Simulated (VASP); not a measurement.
Input of a VASP 6.6.1 run:

Contents of INCAR:

```
SYSTEM = HfB2
PREC = Accurate ; ENCUT = 600
EDIFF = 1E-7 ; ISMEAR = 0
SIGMA = 0.1 ; LREAL = .FALSE.
LASPH = .TRUE. ; NELM = 100
ALGO = Normal ; ISIF = 3
LWAVE = .FALSE. ; LCHARG = .FALSE.
GGA = PE ; IBRION = 2
NSW = 100 ; EDIFFG = -0.01
```

File KPOINTS:

```
Automatic mesh
0
G
  6 6 6
  0 0 0
```

POSCAR

```
HfB2
1.0
    0.0000000000      5.3031744442      5.3031744442
    5.3031744442      0.0000000000      5.3031744442
    5.3031744442      5.3031744442      0.0000000000
Hf B
2 4
Direct
    0.5000000000      0.5000000000      0.5000000000
    0.7500000000      0.7500000000      0.7500000000
    0.6250000000      0.6250000000      0.6250000000
    0.6250000000      0.6250000000      0.1250000000
    0.6250000000      0.1250000000      0.6250000000
    0.1250000000      0.6250000000      0.6250000000
```

Potentials or basis: VASP PAW PBE potentials, release 64 (Hf_pv, B).

The run is started by

```console
$ cat potpaw_PBE.64/Hf_pv/POTCAR potpaw_PBE.64/B/POTCAR > POTCAR
$ mpirun -np 1 vasp_std > vasp.out
```

(1) What does it give for the relaxed cell?

(2) What does it give for the relaxed volume?

Answers

(1) a = 7.513 Å, b = 7.513 Å, c = 7.513 Å, α = 60.00°, β = 60.00°, γ = 60.00°.

(2) 49.98 Å³/atom.
